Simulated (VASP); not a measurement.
TeO: single point with PBE

The system is TeO.

```
CELL_PARAMETERS angstrom
3.90555 0.00000 0.00000
0.00000 3.90555 0.00000
0.00000 0.00000 4.41276
ATOMIC_POSITIONS crystal
Te 0.50000 0.00000 0.70178
Te 0.00000 0.50000 0.29822
O 0.50000 0.50000 0.00000
O 0.00000 0.00000 0.00000
```

- Program: VASP 6.6.1
- Task: single point
- Functional: PBE
- Potentials or basis: VASP PAW PBE potentials, release 64 (Te, O)
- Cutoff: 600 eV
- k mesh: 5 × 5 × 4
- Occupations: gaussian, width 0.2 eV
- Spin: no spin polarisation

The pressure is -0.7 GPa and the largest force is 0.014 eV/Å. The band gap on the k mesh is zero (bands 12 and 13 overlap by 1.65 eV).

Forces in eV/Å, atoms in the order of the input:
```
Te   0.000  0.000  0.014
Te   0.000  0.000 -0.014
O    0.000  0.000  0.000
O    0.000  0.000  0.000
```

Stress tensor (GPa, compression positive):
```
-0.60  0.00  0.00
 0.00 -0.60  0.00
 0.00  0.00 -0.86
```

Levels at points of the mesh, in eV from the Fermi level:
```csv
k point,band 9,band 10,band 11,band 12,band 13,band 14,band 15,band 16
"(0.00, 0.00, 0.00)",-3.34,-3.34,-1.27,0.22,0.22,1.37,2.20,2.20
"(0.00, 0.00, 0.50)",-3.72,-3.55,-1.53,-1.35,-1.35,-0.54,3.87,3.87
```

Wall time 11 s on 1 thread of Intel(R) Xeon(R) 6975P-C (Granite Rapids), on a shared host, peak memory 0.19 GiB.

Caveat: spin-orbit coupling is left out, which moves the levels of the heavy elements.
